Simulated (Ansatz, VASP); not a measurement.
**One calculation of Mg2Sn, two programs**

Contents of INCAR:

```
PREC = Accurate ; ENCUT = 600
EDIFF = 1E-7 ; ISMEAR = -1
SIGMA = 0.15 ; LREAL = F
LASPH = T ; NELM = 120
ALGO = Normal ; ISIF = 3
LWAVE = F ; LCHARG = F
GGA = PE ; IBRION = 2
NSW = 80 ; EDIFFG = -0.001
GGA_COMPAT = F ; NELMIN = 4
```

KPOINTS

```
Automatic mesh
0
Gamma
  12 12 12
```

POSCAR

```
Mg2Sn
1.0
    0.0000000000      3.4084018731      3.4084018731
    3.4084018731      0.0000000000      3.4084018731
    3.4084018731      3.4084018731      0.0000000000
Mg Sn
2 1
Direct
    0.2500000000      0.2500000000      0.2500000000
    0.7500000000      0.7500000000      0.7500000000
    0.0000000000      0.0000000000      0.0000000000
```

Input for Ansatz:

```yaml
crystal:
  lattice:
    - [0.0, 3.4084018734, 3.4084018734]
    - [3.4084018734, 0.0, 3.4084018734]
    - [3.4084018734, 3.4084018734, 0.0]
  atoms:
    - { symbol: Mg, position: [0.25, 0.25, 0.25] }
    - { symbol: Mg, position: [0.75, 0.75, 0.75] }
    - { symbol: Sn, position: [0.0, 0.0, 0.0] }
basis:
  ecutwfc: 420
kpoints:
  mp_grid: { grid: [12, 12, 12] }
hamiltonian:
  xc: pbe
scf:
  occupations: { method: fermi_dirac, width: 0.15 }
output:
  forces: true
  stress: true
  eigenvalues: true
  write_density: true
  write_potential: true
  elf: true
  volumetric_format: npy
relax:
  adjacent_minimum: "off"
  f_tol: 0.001
  max_steps: 60
  cell: { stress_tol: 0.01 }
```

Alike in both runs: task relaxation of cell and atoms; functional PBE; k mesh 12 × 12 × 12; occupations fermi-dirac, width 0.15 eV; no spin polarisation.

|  | VASP | Ansatz |
| --- | --- | --- |
| version | VASP 6.6.1 | Ansatz 0.2.0 |
| potentials or method | VASP PAW PBE potentials, release 64 (Mg, Sn_d), cutoff 600 eV | scalar-relativistic, plane waves, PAW |
| valence electrons in the cell | 18 | 34 |

Ansatz gave:

- gap on the k mesh at the Fermi level, each at its own relaxed structure (eV): none
- relaxed volume (Å³/atom): 26.43
- relaxed cell length with the largest relative difference (Å): 4.822

**Question.** Estimate VASP's values.

**Answer.** gap on the k mesh at the Fermi level, each at its own relaxed structure (eV): none; relaxed volume (Å³/atom): 26.35; relaxed cell length with the largest relative difference (Å): 4.817.

A gap of «none» marks a metal or a gap that the smearing closes. VASP's potentials hold 18 valence electrons a cell and Ansatz's 34, so a difference there can come from the potentials and not from the codes.
